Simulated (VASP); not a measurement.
A run of VASP 6.6.1 is set up as follows.

INCAR

```
SYSTEM = Ba
AGGAC = 1.0
AGGAX = 1.0
ALDAC = 0.0
ALDAX = 1.0
ALGO = Normal
EDIFF = 1E-6
ENCUT = 520
GGA = B5
ISIF = 2
ISMEAR = -1
LASPH = .True.
LCHARG = .False.
LREAL = .False.
LWAVE = .False.
NBANDS = 17
NELM = 80
PREC = Accurate
SIGMA = 0.1
```

Contents of KPOINTS:

```
k-points
0
Gamma
  13 13 7
  0 0 0
```

File POSCAR:

```
Ba
1.0
    4.5525130858      0.0000000000      0.0000000000
   -2.2762565429      3.9425919834      0.0000000000
    0.0000000000      0.0000000000      7.4493927108
Ba
2
Direct
    0.3333333333      0.6666666667      0.2500000000
    0.6666666667      0.3333333333      0.7500000000
```

Potentials or basis: VASP PAW PBE potentials, release 64 (Ba_sv).

Launch:

```bash
$ cat potpaw_PBE.64/Ba_sv/POTCAR > POTCAR
$ mpirun -np 1 vasp_std > vasp.out
```

Task: Estimate the band gap on the k mesh.

Result: Zero (bands 10 and 11 overlap by 0.26 eV).

Task: Predict the pressure.

Result: 0.1 GPa.

Caveat: the PAW data sets were made with another functional, which shifts forces and pressure a little; spin-orbit coupling is left out, which moves the levels of the heavy elements.
